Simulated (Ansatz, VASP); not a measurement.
## Sb: VASP beside Ansatz

Contents of INCAR:

```
  PREC = Accurate
  ENCUT = 520
  EDIFF = 1E-8
  ISMEAR = -1
  SIGMA = 0.03
  LREAL = F
  LASPH = T
  NELM = 60
  ALGO = Normal
  ISIF = 2
  LWAVE = F
  LCHARG = F
  LEFG = T
  NBANDS = 12
```

The input KPOINTS:

```
regular mesh
0
Gamma
  12 12 12
```

POSCAR

```
Sb
1.0
    2.1215346023      1.2248685738      3.6933992025
   -2.1215346023      1.2248685738      3.6933992025
    0.0000000000     -2.4497371474      3.6933992025
Sb
2
Direct
    0.2336400000      0.2336400000      0.2336400000
    0.7663600000      0.7663600000      0.7663600000
```

Input for Ansatz:

```yaml
crystal:
  lattice:
    - [2.1215346023, 1.2248685738, 3.6933992025]
    - [-2.1215346023, 1.2248685738, 3.6933992025]
    - [0.0, -2.4497371474, 3.6933992025]
  atoms:
    - { symbol: Sb, position: [0.23364, 0.23364, 0.23364] }
    - { symbol: Sb, position: [0.76636, 0.76636, 0.76636] }
kpoints:
  mp_grid: { grid: [12, 12, 12] }
scf:
  occupations: { method: fermi_dirac, width: 0.03 }
hamiltonian:
  xc: lda
  pseudopotentials: { kind: all_electron, datasets: crystal }
output:
  forces: true
  stress: true
  eigenvalues: true
  efg: { contact_densities: true }
```

Change from the starting cell: volume scaled by 0.96, crystal datasets.

Alike in both runs: task electric field gradients; functional LDA; k mesh 12 × 12 × 12; occupations fermi-dirac, width 0.03 eV; no spin polarisation.

```csv
,VASP,Ansatz
version,VASP 6.6.1,Ansatz 0.2.0
potentials or method,"VASP PAW LDA potentials, release 64 (Sb), cutoff 520 eV","all-electron PAW with datasets made for the crystal, scalar-relativistic"
```

Ansatz gave:

```
pressure (GPa)                                                : 1.7
traceless stress, the component that is largest in VASP (GPa) : -0.62
rms of the force components (eV/Å)                            : 0.164
size of Vzz on the site where it differs most (V/Å²)          : 46.9
```

Q: What did VASP give for the same quantities?

A: Pressure (GPa): 2.1; traceless stress, the component that is largest in VASP (GPa): -0.71; rms of the force components (eV/Å): 0.211; size of Vzz on the site where it differs most (V/Å²): 42.6.

LDA's correlation is that of Perdew and Zunger in VASP and of Perdew and Wang (1992) in Ansatz. Atom by atom the forces differ by 0.046 eV/Å (rms over components). Ansatz ran all-electron here, and VASP with PAW potentials.

Neither program's run includes spin-orbit coupling.
